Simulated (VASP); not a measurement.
Set up this calculation in VASP 6.6.1, as the native input.

| Property | Result |
| --- | --- |
| Task | single point |
| Functional | PBE |
| Potentials or basis | VASP PAW PBE potentials, release 64 (Co, Si) |
| Cutoff | 520 eV |
| k mesh | 7 × 7 × 7 |
| Occupations | fermi-dirac, width 0.05 eV |
| Spin | collinear spin, zero start |
| Starting moments | [0.0, 0.0, 0.0] μB |
| Fixed moment | 0 μB |
| Dipole correction | no |
| Further INCAR settings | ALGO = Normal; EDIFF = 1e-06; NBANDS = 20 |

The structure of CoSi2 lies in POSCAR:

```
CoSi2
1.0
    0.0000000000      2.6780000000      2.6780000000
    2.6780000000      0.0000000000      2.6780000000
    2.6780000000      2.6780000000      0.0000000000
Co Si
1 2
Direct
    0.0000000000      0.0000000000      0.0000000000
    0.7500000000      0.7500000000      0.7500000000
    0.2500000000      0.2500000000      0.2500000000
```

One way to write it, as run:

INCAR

```
SYSTEM = CoSi2
PREC = Accurate
ENCUT = 520
EDIFF = 1E-6
ISMEAR = -1
SIGMA = 0.05
LREAL = .FALSE.
LASPH = .TRUE.
NELM = 150
ALGO = Normal
ISIF = 2
LWAVE = .FALSE.
LCHARG = .FALSE.
ISPIN = 2
MAGMOM = 0 0 0
LORBIT = 11
NUPDOWN = 0.0
LMAXMIX = 4
GGA = PE
NBANDS = 20
```

KPOINTS

```
Automatic mesh
0
G
  7 7 7
  0 0 0
```

Potentials or basis: VASP PAW PBE potentials, release 64 (Co, Si).

Launch:

```sh
$ cat potpaw_PBE.64/Co/POTCAR potpaw_PBE.64/Si/POTCAR > POTCAR
$ mpirun -np 1 vasp_std > vasp.out
```

It gave:

| Property | Result |
| --- | --- |
| Pressure | 0.2 GPa |
| Net moment | 0.00 μB per cell |
| Valence electrons inside the program's atomic spheres | Co 8.85; Si 1.59 |

Caveat: the total moment is fixed, so each spin has its own Fermi level.

Wall time 28 s on 1 thread of Intel(R) Xeon(R) Platinum 8375C CPU @ 2.90GHz (Ice Lake), on a shared host, peak memory 0.18 GiB.
